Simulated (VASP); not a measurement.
Write the native input for VASP 6.6.1 that does the following.

- Task: relaxation of cell and atoms
- Functional: PBE
- Potentials or basis: VASP PAW PBE potentials, release 64 (Pt)
- Cutoff: 600 eV
- k mesh: 21 × 21 × 21
- Occupations: gaussian, width 0.1 eV
- Spin: no spin polarisation
- Dipole correction: no
- Further INCAR settings: ALGO = Fast; EDIFF = 1e-06; IBRION = 2; EDIFFG = -0.01; NSW = 100; ISIF = 3

The structure of Pt lies in POSCAR:

```
Pt
1.0
    1.9402350527      1.1201952300      1.3760278899
   -1.9402350527      1.1201952300      1.3760278899
    0.0000000000     -2.2403904600      1.3760278899
Pt
1
Direct
    0.5000000000      0.5000000000      0.5000000000
```

One way to write it, as run:

INCAR

```
ALGO = Fast
EDIFF = 1E-6
EDIFFG = -0.01
ENCUT = 600
GGA = PE
IBRION = 2
ISIF = 3
ISMEAR = 0
LASPH = True
LCHARG = False
LREAL = False
LWAVE = False
NELM = 60
NSW = 100
PREC = Accurate
SIGMA = 0.1
```

KPOINTS

```
k-points
0
Gamma
  21 21 21
```

Potentials or basis: VASP PAW PBE potentials, release 64 (Pt).

Run with:

```sh
$ cat potpaw_PBE.64/Pt/POTCAR > POTCAR
$ mpirun -np 1 vasp_std > vasp.out
```

It gave:

- Relaxed volume: 18.03 Å³/atom
- Relaxed cell: a = 2.622 Å, b = 2.622 Å, c = 2.622 Å, α = 90.25°, β = 90.25°, γ = 90.25°
- Space group after relaxing (to 0.1 Å): Pm-3m (No. 221)
- Energy gained by relaxing: 11.3 meV/atom
- Ionic steps: 16
- Pressure after relaxing: 0.0 GPa
- Band gap on the k mesh: zero (bands 5 and 6 overlap by 3.03 eV)

Caveat: spin-orbit coupling is left out, which moves the levels of the heavy elements.

Run time: 5.4 min on 1 thread of Intel(R) Xeon(R) 6975P-C (Granite Rapids), on a shared host, peak memory 0.35 GiB.
